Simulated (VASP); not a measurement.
KTaO3: single point with PBEsol

KTaO3:

```xyz
5
Lattice="3.9853 0.0000 0.0000 0.0000 3.9853 0.0000 0.0000 0.0000 3.9853" Properties=species:S:1:pos:R:3 pbc="T T T"
K     1.9927    1.9927    1.9927
Ta    0.0000    0.0000    0.0000
O     1.9927    0.0000    0.0000
O     0.0000    1.9927    0.0000
O     0.0000    0.0000    1.9927
```

```yaml
Program: VASP 6.6.1
Task: single point
Functional: PBEsol
Potentials_or_basis: VASP PAW PBE potentials, release 64 (K_sv, Ta_pv, O)
Cutoff: 520 eV
k_mesh: 8 × 8 × 8
Occupations: gaussian, width 0.02 eV
Spin: no spin polarisation
```

```json
{
  "Pressure": "0.7 GPa",
  "Band gap on the k mesh": "2.09 eV (least direct gap 2.71 eV)"
}
```

Levels at points of the mesh, in eV from the valence-band top:
```tsv
k point	band 17	band 18	band 19	band 20	band 21	band 22
(0.00, 0.00, 0.00)	-0.62	-0.62	-0.62	2.09	2.09	2.09
(0.50, 0.00, 0.00)	-1.55	-0.85	-0.85	2.25	5.00	5.00
(0.50, 0.50, 0.00)	-1.45	-1.45	-0.04	5.04	5.04	6.33
(0.50, 0.50, 0.50)	0.00	0.00	0.00	6.47	6.47	6.47
```

Wall time 40 s on 1 thread of AMD EPYC 7R13 Processor (Zen 3), on a shared host, peak memory 0.18 GiB.

Caveat: the PAW data sets were made with another functional, which shifts forces and pressure a little; spin-orbit coupling is left out, which moves the levels of the heavy elements. A k mesh can miss the band edges.
